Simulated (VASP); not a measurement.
Input of a VASP 6.6.1 run:

Contents of INCAR:

```
SYSTEM = V
ALGO     = Normal         ! electronic algorithm
EDIFF    = 1E-6           ! SCF threshold, eV
ENCUT    = 520            ! plane-wave cutoff, eV
GGA      = PE             ! functional
ISIF     = 2              ! what is computed and relaxed
ISMEAR   = -1             ! smearing method
LASPH    = .TRUE.         ! aspherical terms in the spheres
LCHARG   = .TRUE.         ! write CHGCAR
LELF     = .TRUE.         ! ELF
LREAL    = .FALSE.        ! projectors in reciprocal space
LVHAR    = .TRUE.       
LWAVE    = .FALSE.        ! write WAVECAR
NBANDS   = 26             ! bands
NELM     = 100            ! most SCF steps
PREC     = Accurate       ! precision mode
SIGMA    = 0.1            ! smearing width, eV
```

KPOINTS

```
k-points
0
G
  10 10 13
  0 0 0
```

File POSCAR:

```
V
1.0
    3.9233368104      0.0000000000      0.0000000000
   -1.9616684052      3.3977093454      0.0000000000
    0.0000000000      0.0000000000      2.1217523546
V
3
Direct
    0.0000000000      0.0000000000      0.0000000000
    0.3333333333      0.6666666667      0.5000000000
    0.6666666667      0.3333333333      0.5000000000
```

Potentials or basis: VASP PAW PBE potentials, release 64 (V_sv).

Command:

```sh
$ cat potpaw_PBE.64/V_sv/POTCAR > POTCAR
$ mpirun -np 1 vasp_std > vasp.out
```

(1) Estimate the pressure.

Results:

(1) 132.7 GPa.
